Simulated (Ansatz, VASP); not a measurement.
# Two plane-wave programs on Ba2IrO4

```
CELL_PARAMETERS angstrom
-2.01654 2.01654 6.71838
2.01654 -2.01654 6.71838
2.01654 2.01654 -6.71838
ATOMIC_POSITIONS crystal
Ba 0.35491 0.35491 0.00000
Ba 0.64509 0.64509 0.00000
Ir 0.00000 0.00000 0.00000
O 0.50000 0.00000 0.50000
O 0.15421 0.15421 0.00000
O 0.84579 0.84579 0.00000
O 0.00000 0.50000 0.50000
```

Alike in both runs: task single point; functional LDA; k mesh 9 × 9 × 9; no spin polarisation.

|  | VASP | Ansatz |
| --- | --- | --- |
| version | VASP 6.6.1 | Ansatz 0.2.0 |
| potentials or method | VASP PAW LDA potentials, release 64 (Ba_sv, Ir, O), cutoff 520 eV | plane waves, PAW |
| occupations | fermi-dirac, width 0.1 eV | fermi-dirac |
| valence electrons in the cell | 53 | 61 |

|  | VASP | Ansatz | Ansatz less VASP |
| --- | --- | --- | --- |
| pressure (GPa) | -6.6 | -9.1 | -2.55 |
| traceless stress, the component that is largest in VASP (GPa) | -0.41 | -0.39 | +0.019 |

LDA's correlation is that of Perdew and Zunger in VASP and of Perdew and Wang (1992) in Ansatz. VASP's potentials hold 53 valence electrons a cell and Ansatz's 61, so a difference there can come from the potentials and not from the codes.

Neither program's run includes spin-orbit coupling.
